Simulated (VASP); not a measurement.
A run of VASP 6.6.1:

File INCAR:

```
SYSTEM = MgBe4Cu
ALGO = Normal
EDIFF = 1E-6
ENCUT = 600
GGA = CA
GGA_COMPAT = .FALSE.
ISIF = 2
ISMEAR = 1
LASPH = .TRUE.
LCHARG = .FALSE.
LREAL = .FALSE.
LWAVE = .FALSE.
NBANDS = 20
NELM = 120
PREC = Accurate
SIGMA = 0.1
```

The input KPOINTS:

```
k-points
0
G
  6 6 6
  0 0 0
```

The input POSCAR:

```
MgBe4Cu
1.0
    0.0000000000      3.1237420000      3.1237420000
    3.1237420000      0.0000000000      3.1237420000
    3.1237420000      3.1237420000      0.0000000000
Mg Be Cu
1 4 1
Direct
    0.0000000000      0.0000000000      0.0000000000
    0.3764480000      0.3764480000      0.3764480000
    0.8706560000      0.3764480000      0.3764480000
    0.3764480000      0.3764480000      0.8706560000
    0.3764480000      0.8706560000      0.3764480000
    0.7500000000      0.7500000000      0.7500000000
```

Potentials or basis: VASP PAW LDA potentials, release 64 (Mg, Be, Cu).

Run with:

```bash
$ cat potpaw_LDA.64/Mg/POTCAR potpaw_LDA.64/Be/POTCAR potpaw_LDA.64/Cu/POTCAR > POTCAR
$ mpirun -np 1 vasp_std > vasp.out
```

Hardware: 1 thread of Intel(R) Xeon(R) Platinum 8488C (Sapphire Rapids) (shared host).

Task: Estimate the wall time of this run.

Result: It took 32 s on 1 thread of Intel(R) Xeon(R) Platinum 8488C (Sapphire Rapids) (shared host), peak memory 0.18 GiB. Counts: scf iterations 16, k points 16.
